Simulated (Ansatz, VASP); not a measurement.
Si3N4: VASP beside Ansatz

INCAR

```
SYSTEM = Si3N4
  PREC = Accurate
  ENCUT = 520
  EDIFF = 1E-6
  ISMEAR = -1
  SIGMA = 0.02
  LREAL = .False.
  LASPH = .True.
  NELM = 60
  ALGO = Normal
  ISIF = 2
  LWAVE = .False.
  LCHARG = .False.
  GGA = PE
  IBRION = 2
  NSW = 80
  EDIFFG = -0.02
```

KPOINTS

```
Automatic mesh
0
Gamma
  6 6 6
  0 0 0
```

Contents of POSCAR:

```
Si3N4
1.0
   -3.3008435707      3.3008435707      3.3008435707
    3.3008435707     -3.3008435707      3.3008435707
    3.3008435707      3.3008435707     -3.3008435707
Si N
6 8
Direct
    0.2500000000      0.1250000000      0.8750000000
    0.8750000000      0.2500000000      0.1250000000
    0.7500000000      0.3750000000      0.6250000000
    0.6250000000      0.7500000000      0.3750000000
    0.1250000000      0.8750000000      0.2500000000
    0.3750000000      0.6250000000      0.7500000000
    0.5628000000      0.5628000000      0.5628000000
    0.4372000000      0.5000000000      0.0000000000
    0.5000000000      0.0000000000      0.9372000000
    0.0000000000      0.4372000000      0.5000000000
    0.9372000000      0.5000000000      0.0000000000
    0.0628000000      0.0628000000      0.0628000000
    0.0000000000      0.9372000000      0.5000000000
    0.5000000000      0.0000000000      0.4372000000
```

Input for Ansatz:

```yaml
crystal:
  lattice:
    - [-3.3008435707, 3.3008435707, 3.3008435707]
    - [3.3008435707, -3.3008435707, 3.3008435707]
    - [3.3008435707, 3.3008435707, -3.3008435707]
  atoms:
    - { symbol: Si, position: [0.25, 0.125, 0.875] }
    - { symbol: Si, position: [0.875, 0.25, 0.125] }
    - { symbol: Si, position: [0.75, 0.375, 0.625] }
    - { symbol: Si, position: [0.625, 0.75, 0.375] }
    - { symbol: Si, position: [0.125, 0.875, 0.25] }
    - { symbol: Si, position: [0.375, 0.625, 0.75] }
    - { symbol: "N", position: [0.5628, 0.5628, 0.5628] }
    - { symbol: "N", position: [0.4372, 0.5, 0.0] }
    - { symbol: "N", position: [0.5, 0.0, 0.9372] }
    - { symbol: "N", position: [0.0, 0.4372, 0.5] }
    - { symbol: "N", position: [0.9372, 0.5, 0.0] }
    - { symbol: "N", position: [0.0628, 0.0628, 0.0628] }
    - { symbol: "N", position: [0.0, 0.9372, 0.5] }
    - { symbol: "N", position: [0.5, 0.0, 0.4372] }
kpoints:
  mp_grid: { grid: [6, 6, 6] }
scf:
  occupations: { method: fermi_dirac, width: 0.02 }
hamiltonian:
  xc: pbe
  pseudopotentials: { kind: paw }
output:
  forces: true
  stress: true
  populations: true
  efg:
    quadrupole_moments_barn: { "N": 0.02044 }
    contact_densities: true
relax:
  f_tol: 0.02
  max_steps: 60
```

Change from the starting cell: volume scaled by 1.06, ions relaxed.

Alike in both runs: task relaxation of the atoms; functional PBE; k mesh 6 × 6 × 6; occupations fermi-dirac, width 0.02 eV; no spin polarisation.

|  | VASP | Ansatz |
| --- | --- | --- |
| version | VASP 6.6.1 | Ansatz 0.2.0 |
| potentials or method | VASP PAW PBE potentials, release 64 (Si, N) | plane-wave PAW, scalar-relativistic |
| plane-wave cutoff (eV) | 520 | 420 |
| valence electrons in the cell | 64 | 64 |

```tsv
	VASP	Ansatz	Ansatz less VASP
gap on the k mesh at the Fermi level, each at its own relaxed structure (eV)	3.82	3.82	+0.004
```

Ansatz's warnings: stress scf threshold loose.
